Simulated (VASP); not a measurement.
# InAs3: single point with PBE

The system is InAs3.

```xyz
4
Lattice="4.5074 0.0000 0.0000 0.0000 4.5074 0.0000 0.0000 0.0000 4.5074" Properties=species:S:1:pos:R:3 pbc="T T T"
In    0.0000    0.0000    0.0000
As    2.2537    0.0000    2.2537
As    0.0000    2.2537    2.2537
As    2.2537    2.2537    0.0000
```

This cell differs from its parent crystal: Sb replaced by As, lengths x 0.936, strained.

| Item | Value |
| --- | --- |
| Program | VASP 6.6.1 |
| Task | single point |
| Functional | PBE |
| Potentials or basis | VASP PAW PBE potentials, release 64 (In_d, As) |
| Cutoff | 520 eV |
| k mesh | 10 × 10 × 10 |
| Occupations | gaussian, width 0.1 eV |
| Spin | no spin polarisation |

```yaml
Pressure: -4.3 GPa
Band_gap_on_the_k_mesh: zero (band 14 reaches 8.71 eV, above the bottom of band 15 at 4.58 eV)
```

Levels at points of the mesh, in eV from the Fermi level:
```csv
k point,band 11,band 12,band 13,band 14,band 15,band 16,band 17,band 18
"(0.00, 0.00, 0.00)",-4.29,-3.19,0.29,0.29,0.29,1.94,1.94,1.94
"(0.50, 0.00, 0.00)",-2.84,-2.08,-2.08,-1.08,-0.78,1.98,1.98,2.29
"(0.50, 0.50, 0.00)",-1.95,-1.95,-1.27,-1.11,-1.11,0.30,1.84,2.94
"(0.50, 0.50, 0.50)",-5.07,-5.07,-4.36,3.03,3.03,3.03,3.14,3.14
```

It took 53 s on 1 thread of Intel(R) Xeon(R) Platinum 8488C (Sapphire Rapids) (shared host), peak memory 0.26 GiB.

Caveat: the cell differs from its parent crystal (Sb replaced by As, lengths x 0.936, strained); spin-orbit coupling is left out, which moves the levels of the heavy elements.
